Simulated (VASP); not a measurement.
# Si16B (a cell with a defect) in VASP: a series of runs

Si16B (a cell with a defect) is run at these levels: PBE; tasks: single point.

Program: VASP 6.6.1. These are calculated values, not measurements. Logs are shortened: lines on timing, memory, paths and dates and some standing lists are left out, and cuts for length are marked.

## Step 1: The cell of the first run

The cell holds a defect, 17 atoms: a = 7.679 Å, b = 7.679 Å, c = 7.679 Å, α = 60.00°, β = 60.00°, γ = 60.00°.

## Step 2: Single point, PBE, collinear spin

INCAR

```
SYSTEM = Si16B
PREC = Accurate ; ENCUT = 520
EDIFF = 1E-7 ; ISMEAR = -1
SIGMA = 0.05 ; LREAL = Auto
LASPH = .True. ; NELM = 150
ALGO = Normal ; ISIF = 2
LWAVE = .False. ; LCHARG = .False.
ISPIN = 2 ; MAGMOM = 0 0 0 0 0 0 0 0 0 0 0 0 0 0 0 0 1
LORBIT = 11 ; GGA = PE
NBANDS = 52
```

KPOINTS

```
Automatic mesh
0
Gamma
  2 2 2
  0 0 0
```

POSCAR

```
Si16B
1.0
    0.0000000000      5.4300000000      5.4300000000
    5.4300000000      0.0000000000      5.4300000000
    5.4300000000      5.4300000000      0.0000000000
Si B
16 1
Direct
    0.0368876611     -0.0756537753      0.0800736648
    0.0983057090      0.2210497238      0.1203314917
    0.0511325967      0.0896593002      0.4869705341
    0.1467127072      0.1779281768      0.6908379374
   -0.0045488029      0.6078084715     -0.1443646409
    0.1899631676      0.5697053407      0.0641988950
    0.0804327808      0.4823664825      0.4462891344
    0.1544383057      0.6831491713      0.5009208103
    0.4959484346      0.0415469613      0.0101841621
    0.6810865562      0.0667771639      0.1624677716
    0.5365377532      0.0152117864      0.5173848987
    0.6757734807      0.1560313076      0.6122928177
    0.5674401473      0.4726887661     -0.0457274401
    0.6418047882      0.6141988950      0.1171639042
    0.5210773481      0.5247421731      0.5053130755
    0.6855616943      0.6368508287      0.5829281768
    0.2793370166      0.8974953959      0.1817311234
```

Potentials or basis: VASP PAW PBE potentials, release 64 (Si, B).

Run with:

```console
$ cat potpaw_PBE.64/Si/POTCAR potpaw_PBE.64/B/POTCAR > POTCAR
$ mpirun -np 1 vasp_std > vasp.out
```

OUTCAR:

```text
SYSTEM = Si16B
   PREC = Accurate
   ENCUT = 520
   EDIFF = 1E-7
   ISMEAR = -1
   LREAL = Auto
   LASPH = .True.
   NELM = 150
   ISIF = 2
   ISPIN = 2
   LORBIT = 11
   GGA = PE

 ion  position               nearest neighbor table
   1  0.037  0.924  0.080-  17 2.24  10 2.24   6 2.41   4 2.60   2 2.73   7 3.13
   2  0.098  0.221  0.120-  17 2.09   3 2.36   9 2.51   5 2.61   1 2.73   6 2.88
   3  0.051  0.090  0.487-   2 2.36  12 2.40   4 2.48   8 2.77   7 2.98
   4  0.147  0.178  0.691-   7 2.15   3 2.48  11 2.50   1 2.60
   5  0.995  0.608  0.856-   8 2.25  14 2.43   6 2.52   2 2.61
   6  0.190  0.570  0.064-  13 2.39   1 2.41   7 2.43   5 2.52   2 2.88
   7  0.080  0.482  0.446-   4 2.15   8 2.15   6 2.43  16 2.48   3 2.98   1 3.13
   8  0.154  0.683  0.501-   7 2.15  17 2.20   5 2.25  15 2.46   3 2.77
   9  0.496  0.042  0.010-  17 1.98  10 2.36   2 2.51  12 2.51  14 2.69
  10  0.681  0.067  0.162-   1 2.24  11 2.27   9 2.36  13 2.59
  11  0.537  0.015  0.517-  10 2.27  12 2.36  16 2.41   4 2.50
  12  0.676  0.156  0.612-  15 2.32  11 2.36   3 2.40   9 2.51
  13  0.567  0.473  0.954-  16 2.35   6 2.39  14 2.40  10 2.59
  14  0.642  0.614  0.117-  13 2.40   5 2.43  15 2.46  17 2.52   9 2.69
  15  0.521  0.525  0.505-  16 2.25  12 2.32   8 2.46  14 2.46
  16  0.686  0.637  0.583-  15 2.25  13 2.35  11 2.41   7 2.48
  17  0.279  0.897  0.182-   9 1.98   2 2.09   8 2.20   1 2.24  14 2.52

  LATTYP: Found a face centered cubic cell.
 ALAT       =    10.8600000000

  Lattice vectors:

 A1 = (   0.0000000000,   5.4300000000,   5.4300000000)
 A2 = (   5.4300000000,   0.0000000000,   5.4300000000)
 A3 = (   5.4300000000,   5.4300000000,   0.0000000000)

Analysis of symmetry for initial positions (statically):
=====================================================================
 Subroutine PRICEL returns:
 Original cell was already a primitive cell.

 Routine SETGRP: Setting up the symmetry group for a
 face centered cubic supercell.

 Subroutine GETGRP returns: Found  1 space group operations
 (whereof  1 operations were pure point group operations)
 out of a pool of 48 trial point group operations.

The static configuration has the point symmetry C_1 .

Analysis of symmetry for dynamics (positions and initial velocities):
=====================================================================
 Subroutine PRICEL returns:
 Original cell was already a primitive cell.

 Routine SETGRP: Setting up the symmetry group for a
 face centered cubic supercell.

 Subroutine GETGRP returns: Found  1 space group operations
 (whereof  1 operations were pure point group operations)
 out of a pool of 48 trial point group operations.

The dynamic configuration has the point symmetry C_1 .

Analysis of structural, dynamic, and magnetic symmetry:
=====================================================================
 Subroutine PRICEL returns:
 Original cell was already a primitive cell.

 Routine SETGRP: Setting up the symmetry group for a
 face centered cubic supercell.

 Subroutine GETGRP returns: Found  1 space group operations
 (whereof  1 operations were pure point group operations)
 out of a pool of 48 trial point group operations.

The overall configuration has the point symmetry C_1 .

 Subroutine INISYM returns: Found  1 space group operations
 (whereof  1 operations are pure point group operations),
 and found     1 'primitive' translations

----------------------------------------------------------------------------------------

                                     Primitive cell

  volume of cell :     320.2060

  direct lattice vectors                    reciprocal lattice vectors
     0.000000000  5.430000000  5.430000000    -0.092081031  0.092081031  0.092081031
     5.430000000  0.000000000  5.430000000     0.092081031 -0.092081031  0.092081031
     5.430000000  5.430000000  0.000000000     0.092081031  0.092081031 -0.092081031

  length of vectors
     7.679179644  7.679179644  7.679179644     0.159489025  0.159489025  0.159489025

  position of ions in fractional coordinates (direct lattice)
     0.036887661  0.924346225  0.080073665
     0.098305709  0.221049724  0.120331492
     0.051132597  0.089659300  0.486970534
     0.146712707  0.177928177  0.690837937
     0.995451197  0.607808472  0.855635359
     0.189963168  0.569705341  0.064198895
[... 9 lines left out ...]
     0.685561694  0.636850829  0.582928177
     0.279337017  0.897495396  0.181731123
[... 64 lines left out ...]
   NGXF,Y,Z  is equivalent  to a cutoff of  25.98, 25.98, 25.98 a.u.
 SYSTEM =  Si16B
   PREC   = accura    normal or accurate (medium, high low for compatibility)
   ISTART =      0    job   : 0-new  1-cont  2-samecut
   ICHARG =      2    charge: 1-file 2-atom 10-const
   ISPIN  =      2    spin polarized calculation?
   LNONCOLLINEAR =      F non collinear calculations
   LSORBIT =      F    spin-orbit coupling
   LASPH  =      T    aspherical Exc in radial PAW
   ENCUT  =  520.0 eV  38.22 Ry    6.18 a.u.  14.28 14.28 14.28*2*pi/ulx,y,z
   NELM   =    150;   NELMIN=  2; NELMDL= -5     # of ELM steps
   EDIFF  = 0.1E-06   stopping-criterion for ELM
   LREAL  =      T    real-space projection
   EDIFFG = 0.1E-05   stopping-criterion for IOM
   NSW    =      0    number of steps for IOM
   IBRION =     -1    ionic relax: 0-MD 1-quasi-New 2-CG
   NFREE  =      0    steps in history (QN), initial steepest desc. (CG)
   ISIF   =      2    stress and relaxation
   ISYM   =      2    0-nonsym 1-usesym 2-fastsym
   POTIM  = 0.5000    time-step for ionic-motion
   TEBEG  =    0.0;   TEEND  =   0.0 temperature during run
   PSTRESS=    0.0 pullay stress
   NELECT =      67.0000    total number of electrons
   NUPDOWN=      -1.0000    fix difference up-down
   EMIN   =  10.00;   EMAX   =-10.00  energy-range for DOS
   EFERMI =   0.00;   METHOD = LEGACY
   ISMEAR =    -1;   SIGMA  =   0.05  broadening in eV -4-tet -1-fermi 0-gaus
   EFERMI_NEDOS =   21; number of points for ismear=-14 and -15
   IALGO  =     38    algorithm
   IMIX   =      4    mixing-type and parameters
     AMIX     =   0.40;   BMIX     =  1.00
     AMIX_MAG =   1.60;   BMIX_MAG =  1.00
  volume/ion in A,a.u.               =      18.84       127.11
  Fermi-wavevector in a.u.,A,eV,Ry     =   0.971904  1.836632 12.852022  0.944597
  Thomas-Fermi vector in A             =   2.102159
   LORBIT       =     11    0 simple, 1 ext, 2 COOP (PROOUT), +10 PAW based schemes
   GGA     = PE    functional components
   LHFCALC =     F    Hartree Fock is set to
   AEXX    =    0.0000 exact exchange contribution
   IVDW    =     0    specifies the selected vdW correction
   LEPSILON=     F    determine dielectric tensor
   LRPA    =     F    only Hartree local field effects (RPA)
 spin polarized calculation
  energy-cutoff  :      520.00
  volume of cell :      320.21
 maximum number of plane-waves:      8646
 NGX is ok and might be reduce to    60
   NGX = 29   NGY = 29   NGZ = 29

 number of electron      66.9999999 magnetization       0.0000080

 number of electron      66.9999999 magnetization      -0.0000011

 Free energy of the ion-electron system (eV)
  ---------------------------------------------------
  ext. energy  EPLUGINS =         0.00000000
  ---------------------------------------------------
  free energy    TOTEN  =       -85.27519236 eV

  energy without entropy =      -85.22226509  energy(sigma->0) =      -85.24872872

 E-fermi :   6.3424     XC(G=0):  -9.6781

 val. band max:        6.3218234139   @ k =   0.5000   0.5000   0.5000
 cond. band min:       6.3849689701   @ k =   0.0000   0.0000   0.0000
 fundamental gap:      0.0631455562
 Fermi energy:         6.3424147488

 spin component 1

 k-point     1 :       0.0000    0.0000    0.0000
  band No.  band energies     occupation
      1      -6.2963      1.00000
      2      -4.3315      1.00000
      3      -3.8504      1.00000
      4      -3.5855      1.00000
      5      -3.3637      1.00000
      6      -2.6915      1.00000
[... 373 lines left out ...]
     44       9.5587      0.00000
     45       9.8208      0.00000
 Fermi energy:         6.3424147488

 spin component 2

 k-point     1 :       0.0000    0.0000    0.0000
  band No.  band energies     occupation
      1      -6.2963      1.00000
      2      -4.3315      1.00000
      3      -3.8504      1.00000
      4      -3.5855      1.00000
      5      -3.3637      1.00000
      6      -2.6915      1.00000
[... 373 lines left out ...]
     44       9.5587      0.00000
     45       9.8208      0.00000
 [bands above 45 left out]

------------------------ aborting loop because EDIFF is reached ----------------------------------------

  FORCE on cell =-STRESS in cart. coord.  units (eV):
  Direction    XX          YY          ZZ          XY          YZ          ZX
  --------------------------------------------------------------------------------------
  -------------------------------------------------------------------------------------
  Total       -1.3605902     -2.1333228      2.8474854      2.3968480     -1.1800242      2.9305280
  in kB       -6.8078257    -10.6742573     14.2476295     11.9928276     -5.9043490     14.6631397
  external PRESSURE =      -1.0781512 kB  Pullay stress =       0.0000000 kB

 VOLUME and BASIS-vectors are now :
 -----------------------------------------------------------------------------
  energy-cutoff  :      520.00
  volume of cell :      320.21
      direct lattice vectors                 reciprocal lattice vectors
     0.000000000  5.430000000  5.430000000    -0.092081031  0.092081031  0.092081031
     5.430000000  0.000000000  5.430000000     0.092081031 -0.092081031  0.092081031
     5.430000000  5.430000000  0.000000000     0.092081031  0.092081031 -0.092081031

 POSITION                                       TOTAL-FORCE (eV/Angst)
 -----------------------------------------------------------------------------------
      5.45400      0.63510      5.21950        -1.110489      0.789076      2.113201
      1.85370      1.18720      1.73410         0.200841     -0.658961      0.841699
      3.13110      2.92190      0.76450         0.118609      0.101523     -0.960910
      4.71740      4.54790      1.76280        -1.691768      2.511340     -1.944803
      7.94650     10.05140      8.70570         1.386394      2.075692     -1.305556
      3.44210      1.38010      4.12500        -0.117935     -0.115969     -0.091430
[... 9 lines left out ...]
      6.62340      6.88790      7.18070         0.525738      0.877341      0.862483
      5.86020      2.50360      6.39020        -0.057532     -0.521509     -1.883223
 -----------------------------------------------------------------------------------
    total drift:                               -0.005400      0.002583      0.004164

  FREE ENERGIE OF THE ION-ELECTRON SYSTEM (eV)
  ---------------------------------------------------
  free  energy   TOTEN  =       -85.2751923593 eV

  energy  without entropy=      -85.2222650873  energy(sigma->0) =      -85.24872872

 total charge

# of ion       s       p       d       tot
------------------------------------------
    1        0.770   0.845   0.000   1.616
    2        0.786   0.815   0.000   1.601
    3        0.798   0.805   0.000   1.603
    4        0.793   0.860   0.000   1.653
    5        0.816   0.800   0.000   1.616
    6        0.763   0.854   0.000   1.618
[... 9 lines left out ...]
   16        0.749   0.927   0.000   1.676
   17        0.732   1.018   0.000   1.750
--------------------------------------------------
tot         13.062  15.014   0.000  28.076

 magnetization (x)

# of ion       s       p       d       tot
------------------------------------------
    1        0.000  -0.000   0.000  -0.000
    2        0.000   0.000   0.000   0.000
    3        0.000   0.000   0.000   0.000
    4        0.000  -0.000   0.000  -0.000
    5        0.000   0.000   0.000   0.000
    6       -0.000  -0.000   0.000  -0.000
[... 9 lines left out ...]
   16       -0.000   0.000   0.000   0.000
   17        0.000  -0.000   0.000   0.000
--------------------------------------------------
tot          0.000  -0.000   0.000   0.000
```

Run time: 8.5 min. Hardware: 1 thread of Intel Xeon Platinum 8259CL at 2.50GHz (Skylake/Cascade Lake), shared host; peak memory 0.7 GiB.

Results:

- Free energy: -85.2752 eV
- Pressure: -0.1 GPa
- Largest force: 3.996 eV/Å
- Net moment: 0.00 μB per cell
- Valence electrons inside the program's atomic spheres: Si 1.62, 1.60, 1.65, 1.73, 1.69, 1.63, 1.68, 1.67, 1.59 (each value once); B 1.75

Forces on the atoms (eV/Å):
```
Si  -1.110  0.789  2.113
Si   0.201 -0.659  0.842
Si   0.119  0.102 -0.961
Si  -1.692  2.511 -1.945
Si   1.386  2.076 -1.306
Si  -0.118 -0.116 -0.091
Si  -0.588 -3.554 -0.630
Si   0.700  0.742  3.863
Si  -0.895  0.169  1.051
Si   0.960 -2.074  0.521
Si   0.720  0.384 -0.583
Si   0.321  0.648 -0.654
Si   0.204  0.791 -0.641
Si   0.359 -0.752 -0.003
Si  -1.034 -1.413 -0.555
Si   0.526  0.877  0.862
B   -0.058 -0.522 -1.883
```

Levels at points of the mesh, in eV from the Fermi level:
Spin up:
| k point | band 30 | band 31 | band 32 | band 33 | band 34 | band 35 | band 36 | band 37 |
| --- | --- | --- | --- | --- | --- | --- | --- | --- |
| (0.00, 0.00, 0.00) | -0.98 | -0.72 | -0.64 | -0.45 | -0.19 | 0.04 | 0.15 | 0.32 |
| (0.50, 0.00, 0.00) | -1.23 | -1.08 | -0.94 | -0.72 | 0.17 | 0.30 | 0.59 | 0.79 |
| (0.00, 0.50, 0.00) | -1.06 | -1.01 | -0.74 | -0.62 | -0.12 | 0.20 | 0.37 | 0.88 |
| (0.00, 0.00, 0.50) | -1.25 | -1.17 | -0.92 | -0.64 | -0.18 | 0.26 | 0.57 | 0.95 |
| (0.50, 0.50, 0.50) | -1.26 | -0.97 | -0.74 | -0.24 | -0.02 | 0.27 | 0.44 | 1.00 |
| (0.50, 0.50, 0.00) | -1.50 | -1.33 | -1.19 | -0.03 | 0.07 | 0.45 | 0.78 | 1.35 |
| (0.00, 0.50, 0.50) | -1.54 | -1.44 | -1.17 | -0.24 | 0.05 | 0.58 | 0.96 | 1.23 |
| (0.50, 0.00, 0.50) | -1.50 | -1.35 | -1.26 | -0.85 | 0.21 | 0.45 | 0.88 | 1.16 |
Spin down:
| k point | band 29 | band 30 | band 31 | band 32 | band 33 | band 34 | band 35 | band 36 | band 37 | band 38 |
| --- | --- | --- | --- | --- | --- | --- | --- | --- | --- | --- |
| (0.00, 0.00, 0.00) | -1.14 | -0.98 | -0.72 | -0.64 | -0.45 | -0.19 | 0.04 | 0.15 | 0.32 | 0.52 |
| (0.50, 0.00, 0.00) | -1.88 | -1.23 | -1.08 | -0.94 | -0.72 | 0.17 | 0.30 | 0.59 | 0.79 | 1.18 |
| (0.00, 0.50, 0.00) | -1.37 | -1.06 | -1.01 | -0.74 | -0.62 | -0.12 | 0.20 | 0.37 | 0.88 | 1.04 |
| (0.00, 0.00, 0.50) | -1.86 | -1.25 | -1.17 | -0.92 | -0.64 | -0.18 | 0.26 | 0.57 | 0.95 | 1.08 |
| (0.50, 0.50, 0.50) | -1.82 | -1.26 | -0.97 | -0.74 | -0.24 | -0.02 | 0.27 | 0.44 | 1.00 | 1.12 |
| (0.50, 0.50, 0.00) | -1.74 | -1.50 | -1.33 | -1.19 | -0.03 | 0.07 | 0.45 | 0.78 | 1.35 | 1.48 |
| (0.00, 0.50, 0.50) | -1.67 | -1.54 | -1.44 | -1.17 | -0.24 | 0.05 | 0.58 | 0.96 | 1.23 | 1.30 |
| (0.50, 0.00, 0.50) | -1.67 | -1.50 | -1.35 | -1.26 | -0.85 | 0.21 | 0.45 | 0.88 | 1.16 | 1.67 |

Caveat: the k points lie up to 0.50 Å⁻¹ apart; the atoms stand as in a frame of molecular dynamics.

## Step 3: Single point, PBE, collinear spin

INCAR

```
PREC = Accurate
ENCUT = 520
EDIFF = 1E-7
ISMEAR = -1
SIGMA = 0.05
LREAL = Auto
LASPH = T
NELM = 150
ALGO = Normal
ISIF = 2
LWAVE = F
LCHARG = F
ISPIN = 2
MAGMOM = 0 0 0 0 0 0 0 0 0 0 0 0 0 0 0 0 1
LORBIT = 11
GGA = PE
NBANDS = 52
```

KPOINTS

```
regular mesh
0
Gamma
  2 2 2
```

POSCAR

```
Si16B
1.0
    0.0000000000      5.4300000000      5.4300000000
    5.4300000000      0.0000000000      5.4300000000
    5.4300000000      5.4300000000      0.0000000000
Si B
16 1
Direct
    0.0739502762     -0.0600092081      0.0577808471
    0.1184254144      0.2460497238      0.1150552486
    0.0436464088      0.0615285451      0.5150276243
    0.1493554328      0.1111786372      0.7089134438
    0.0428637201      0.5620902394     -0.1017034991
    0.2211418048      0.5904051565      0.0346040516
    0.0395856354      0.5382412523      0.4374309392
    0.2184438306      0.7261970534      0.4886464088
    0.5127071823      0.0245856354     -0.0199631676
    0.6576151013      0.1187016575      0.1278913444
    0.5272007366      0.0183425414      0.5240515654
    0.6948618785      0.1060036832      0.6306629834
    0.5866666667      0.4576979742     -0.0661141805
    0.6686187845      0.5786556169      0.0978821363
    0.5416758748      0.4905893186      0.4698526703
    0.6889871087      0.6584346225      0.5421731123
    0.2658471455      0.9324401473      0.1614640884
```

Potentials or basis: VASP PAW PBE potentials, release 64 (Si, B).

Run with:

```console
$ cat potpaw_PBE.64/Si/POTCAR potpaw_PBE.64/B/POTCAR > POTCAR
$ mpirun -np 1 vasp_std > vasp.out
```

Wall time 8.4 min (1 thread of Intel Xeon Platinum 8259CL at 2.50GHz (Skylake/Cascade Lake), shared host); peak memory 0.71 GiB.

It converged, with:

```
Free energy                                           : -85.0985 eV
Pressure                                              : 3.0 GPa
Largest force                                         : 2.812 eV/Å
Net moment                                            : 0.00 μB per cell
Valence electrons inside the program's atomic spheres : Si 1.68, 1.69, 1.70, 1.59, 1.67, 1.64, 1.66, 1.72, 1.71, 1.62 (each value once); B 1.90
```

Forces in eV/Å, atoms in the order of the input:
```
Si   0.775 -0.344 -1.164
Si   0.251  1.919 -1.516
Si  -0.509 -0.717  0.609
Si  -0.099 -1.110  2.568
Si  -0.013 -2.799  0.277
Si   1.623  1.075 -0.801
Si  -1.117  2.051  1.439
Si  -0.505 -1.848 -1.867
Si   0.401  2.168 -0.133
Si  -0.904  1.783 -1.504
Si  -1.071 -1.085 -0.125
Si   0.463 -1.507  0.428
Si   0.320 -1.280  1.930
Si   0.305  0.183  1.530
Si  -0.646  1.616  1.263
Si   0.718 -0.285 -2.085
B    0.008  0.179 -0.849
```

Stress tensor (GPa, compression positive):
```
 3.59 -1.92 -0.03
-1.92  2.43  0.79
-0.03  0.79  3.01
```

Levels at points of the mesh, in eV from the Fermi level:
Spin up:
```tsv
k point	band 32	band 33	band 34	band 35	band 36	band 37
(0.00, 0.00, 0.00)	-0.70	-0.32	-0.11	0.21	0.32	0.50
(0.50, 0.00, 0.00)	-0.81	-0.68	0.17	0.57	0.86	1.14
(0.00, 0.50, 0.00)	-0.78	-0.15	-0.01	0.46	0.63	1.03
(0.00, 0.00, 0.50)	-0.54	-0.35	-0.32	0.41	0.75	0.95
(0.50, 0.50, 0.50)	-0.55	-0.33	-0.03	0.26	0.68	1.13
(0.50, 0.50, 0.00)	-0.98	-0.35	0.11	0.50	1.16	1.34
(0.00, 0.50, 0.50)	-0.89	-0.42	0.30	0.46	1.08	1.26
(0.50, 0.00, 0.50)	-1.01	-0.93	-0.07	0.94	1.19	1.55
```
Spin down:
```tsv
k point	band 31	band 32	band 33	band 34	band 35	band 36	band 37	band 38
(0.00, 0.00, 0.00)	-0.73	-0.70	-0.32	-0.11	0.21	0.32	0.50	0.63
(0.50, 0.00, 0.00)	-1.05	-0.81	-0.68	0.17	0.57	0.86	1.14	1.29
(0.00, 0.50, 0.00)	-0.96	-0.78	-0.15	-0.01	0.46	0.63	1.03	1.19
(0.00, 0.00, 0.50)	-1.01	-0.54	-0.35	-0.32	0.41	0.75	0.95	1.16
(0.50, 0.50, 0.50)	-0.93	-0.55	-0.33	-0.03	0.26	0.68	1.13	1.19
(0.50, 0.50, 0.00)	-1.30	-0.98	-0.35	0.11	0.50	1.16	1.34	1.50
(0.00, 0.50, 0.50)	-1.14	-0.89	-0.42	0.30	0.46	1.08	1.26	1.58
(0.50, 0.00, 0.50)	-1.20	-1.01	-0.93	-0.07	0.94	1.19	1.55	1.78
```

Caveat: the k points lie up to 0.50 Å⁻¹ apart; the atoms stand as in a frame of molecular dynamics.
